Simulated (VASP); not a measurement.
# WS2 (R3m) in VASP: notebook, part 2 of 2

VASP 6.6.1. The steps go on from the part before.

### Step 4. Single point, LDA (volume scaled by 1.01)

File INCAR:

```
PREC = Accurate ; ENCUT = 520
EDIFF = 1E-6 ; ISMEAR = -1
SIGMA = 0.08 ; LREAL = False
LASPH = True ; NELM = 80
ALGO = Normal ; ISIF = 2
LWAVE = False ; LCHARG = False
GGA = CA ; NBANDS = 20
```

File KPOINTS:

```
Automatic mesh
0
Gamma
  13 13 13
```

File POSCAR:

```
WS2
1.0
    1.5842462713      0.9146650112      6.1838063298
   -1.5842462713      0.9146650112      6.1838063298
    0.0000000000     -1.8293300223      6.1838063298
W S
1 2
Direct
    0.0000000000      0.0000000000      0.0000000000
    0.7503000000      0.7503000000      0.7503000000
    0.5810000000      0.5810000000      0.5810000000
```

Potentials or basis: VASP PAW LDA potentials, release 64 (W_sv, S).

Run with:

```
> cat potpaw_LDA.64/W_sv/POTCAR potpaw_LDA.64/S/POTCAR > POTCAR
> mpirun -np 1 vasp_std > vasp.out
```

OUTCAR:

```text
PREC = Accurate
   ENCUT = 520
   EDIFF = 1E-6
   ISMEAR = -1
   LREAL = False
   LASPH = True
   NELM = 80
   ISIF = 2
   GGA = CA

 ion  position               nearest neighbor table
   1  0.000  0.000  0.000-   2 2.40   2 2.40   2 2.40   3 2.42   3 2.42   3 2.42
   2  0.750  0.750  0.750-   1 2.40   1 2.40   1 2.40
   3  0.581  0.581  0.581-   1 2.42   1 2.42   1 2.42

  LATTYP: Found a trigonal (rhomboedric) cell.
 ALAT       =     6.4487137520
 COS(alpha) =     0.8792939096

  Lattice vectors:

 A1 = (   1.5842462713,   0.9146650112,   6.1838063298)
 A2 = (  -1.5842462713,   0.9146650112,   6.1838063298)
 A3 = (   0.0000000000,  -1.8293300223,   6.1838063298)

Analysis of symmetry for initial positions (statically):
=====================================================================
 Subroutine PRICEL returns:
 Original cell was already a primitive cell.

 Routine SETGRP: Setting up the symmetry group for a
 trigonal (rhombohedral) supercell.

 Subroutine GETGRP returns: Found  6 space group operations
 (whereof  6 operations were pure point group operations)
 out of a pool of 12 trial point group operations.

The static configuration has the point symmetry C_3v.

Analysis of symmetry for dynamics (positions and initial velocities):
=====================================================================
 Subroutine PRICEL returns:
 Original cell was already a primitive cell.

 Routine SETGRP: Setting up the symmetry group for a
 trigonal (rhombohedral) supercell.

 Subroutine GETGRP returns: Found  6 space group operations
 (whereof  6 operations were pure point group operations)
 out of a pool of 12 trial point group operations.

The dynamic configuration has the point symmetry C_3v.

 Subroutine INISYM returns: Found  6 space group operations
 (whereof  6 operations are pure point group operations),
[... 105 lines left out ...]
   ISYM   =      2    0-nonsym 1-usesym 2-fastsym
   POTIM  = 0.5000    time-step for ionic-motion
   TEBEG  =    0.0;   TEEND  =   0.0 temperature during run
   PSTRESS=    0.0 pullay stress
   NELECT =      26.0000    total number of electrons
   NUPDOWN=      -1.0000    fix difference up-down
   EMIN   =  10.00;   EMAX   =-10.00  energy-range for DOS
   EFERMI =   0.00;   METHOD = LEGACY
   ISMEAR =    -1;   SIGMA  =   0.08  broadening in eV -4-tet -1-fermi 0-gaus
   EFERMI_NEDOS =   21; number of points for ismear=-14 and -15
   IALGO  =     38    algorithm
   IMIX   =      4    mixing-type and parameters
     AMIX     =   0.40;   BMIX     =  1.00
     AMIX_MAG =   1.60;   BMIX_MAG =  1.00
  volume/ion in A,a.u.               =      17.92       120.94
  Fermi-wavevector in a.u.,A,eV,Ry     =   1.284997  2.428291 22.466162  1.651216
  Thomas-Fermi vector in A             =   2.417157
   LORBIT       =      0    0 simple, 1 ext, 2 COOP (PROOUT), +10 PAW based schemes
   GGA     = CA    functional components
   LHFCALC =     F    Hartree Fock is set to
   AEXX    =    0.0000 exact exchange contribution
   IVDW    =     0    specifies the selected vdW correction
   LEPSILON=     F    determine dielectric tensor
   LRPA    =     F    only Hartree local field effects (RPA)
 non-spin polarized calculation
  energy-cutoff  :      520.00
  volume of cell :       53.76
 maximum number of plane-waves:      1464
   NGX = 23   NGY = 23   NGZ = 23

 number of electron      26.0000001 magnetization

 Free energy of the ion-electron system (eV)
  ---------------------------------------------------
  ext. energy  EPLUGINS =         0.00000000
  ---------------------------------------------------
  free energy    TOTEN  =       -26.22825600 eV

  energy without entropy =      -26.22821962  energy(sigma->0) =      -26.22823781

 E-fermi :   7.6235     XC(G=0): -11.1903

 val. band max:        7.2052559160   @ k =   0.4615   0.4615   0.4615
 cond. band min:       8.2121666023   @ k =  -0.1538   0.1538   0.0000
 fundamental gap:      1.0069106863
 Fermi energy:         7.6235010863

 k-point     1 :       0.0000    0.0000    0.0000
  band No.  band energies     occupation
      1     -66.9880      2.00000
      2     -31.5072      2.00000
      3     -31.3281      2.00000
      4     -31.3281      2.00000
      5      -8.2858      2.00000
      6      -6.3088      2.00000
[... 541 lines left out ...]
     19      14.8990      0.00000
     20      15.4738      0.00000

 [... further k-points ...]
[... 5 lines left out ...]
  --------------------------------------------------------------------------------------
  -------------------------------------------------------------------------------------
  Total       -1.6671270     -1.6671270     -1.5484926      0.0000000     -0.0000000     -0.0000000
  in kB      -49.6806614    -49.6806614    -46.1453377      0.0000000     -0.0000000     -0.0000000
  external PRESSURE =     -48.5022202 kB  Pullay stress =       0.0000000 kB

 VOLUME and BASIS-vectors are now :
 -----------------------------------------------------------------------------
  energy-cutoff  :      520.00
  volume of cell :       53.76
      direct lattice vectors                 reciprocal lattice vectors
     1.584246271  0.914665011  6.183806330     0.315607497  0.182216073  0.053904232
    -1.584246271  0.914665011  6.183806330    -0.315607497  0.182216073  0.053904232
     0.000000000 -1.829330022  6.183806330     0.000000000 -0.364432146  0.053904232

 POSITION                                       TOTAL-FORCE (eV/Angst)
 -----------------------------------------------------------------------------------
      0.00000      0.00000      0.00000         0.000000     -0.000000     -0.573549
      0.00000      0.00000     13.91913         0.000000     -0.000000     -0.111245
      0.00000      0.00000     10.77837         0.000000      0.000000      0.684793
 -----------------------------------------------------------------------------------
    total drift:                                0.000000      0.000000      0.000040

  FREE ENERGIE OF THE ION-ELECTRON SYSTEM (eV)
  ---------------------------------------------------
  free  energy   TOTEN  =       -26.2282560005 eV

  energy  without entropy=      -26.2282196205  energy(sigma->0) =      -26.22823781
```

Run time: 9.1 min. Hardware: 1 thread of Intel Xeon Platinum 8259CL at 2.50GHz (Skylake/Cascade Lake), shared host; peak memory 0.41 GiB.

Results:

```yaml
Free_energy: -26.2283 eV
Pressure: -4.9 GPa
Largest_force: 0.685 eV/Å
Band_gap_on_the_k_mesh: 1.01 eV, indirect (least direct gap 2.07 eV)
```

Forces on the atoms (eV/Å):
```
W    0.000  0.000 -0.574
S    0.000  0.000 -0.111
S    0.000  0.000  0.685
```

Levels at points of the mesh, in eV from the valence-band top:
```
           k point  band 11  band 12  band 13  band 14  band 15  band 16
(0.00, 0.00, 0.00)    -2.26    -1.52    -1.21     2.17     2.17     2.52
```

Caveat: spin-orbit coupling is left out, which moves the levels of the heavy elements. A k mesh can miss the band edges.

### Step 5. The runs side by side

```tsv
cell	gap on the mesh (eV)	pressure (GPa)	largest force (eV/Å)
a = 6.296 Å, angles 28.4°, 3 atoms	0.95	8.3	1.29
a = 6.384 Å, angles 28.4°, 3 atoms	0.99	0.2	0.62
a = 6.449 Å, angles 28.4°, 3 atoms	1.01	-4.9	0.68
```

Alike in all rows: task single point; level LDA; potentials or basis VASP PAW LDA potentials, release 64 (W_sv, S); no spin polarisation; k mesh 13 × 13 × 13; cutoff (eV) 520; smearing fermi-dirac 0.08 eV.

Caveats: spin-orbit coupling is left out, which moves the levels of the heavy elements; forces of over 1 eV/Å act on the atoms, so gaps and moduli don't describe the material at rest (some runs).

Total energies depend on the potentials used, so only differences within one code and one set of settings carry meaning.
